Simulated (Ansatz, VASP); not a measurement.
## MgB2 in VASP and in Ansatz

```xyz
3
Lattice="3.0657 0.0000 0.0000 -1.5329 2.6550 0.0000 0.0000 0.0000 3.5205" Properties=species:S:1:pos:R:3 pbc="T T T"
Mg    0.0000    0.0000    0.0000
B     0.0000    1.7700    1.7603
B     1.5329    0.8850    1.7603
```

Alike in both runs: task single point; functional r2SCAN; k mesh 15 × 15 × 12; occupations gaussian, width 0.1 eV; no spin polarisation.

```csv
,VASP,Ansatz
version,VASP 6.6.1,Ansatz 0.2.0
potentials or method,"VASP PAW PBE potentials, release 64 (Mg, B), cutoff 520 eV","scalar-relativistic, plane waves, PAW"
valence electrons in the cell,8,16
```

|  | VASP | Ansatz | Ansatz less VASP |
| --- | --- | --- | --- |
| gap on the k mesh at the Fermi level (eV) | none | none | - |
| pressure (GPa) | -0.4 | 0.0 | +0.41 |
| traceless stress, the component that is largest in VASP (GPa) | -0.27 | -0.03 | +0.241 |

VASP's potentials were made for PBE, not for r2SCAN. A gap of «none» marks a metal or a gap that the smearing closes. VASP's potentials hold 8 valence electrons a cell and Ansatz's 16, so a difference there can come from the potentials and not from the codes.
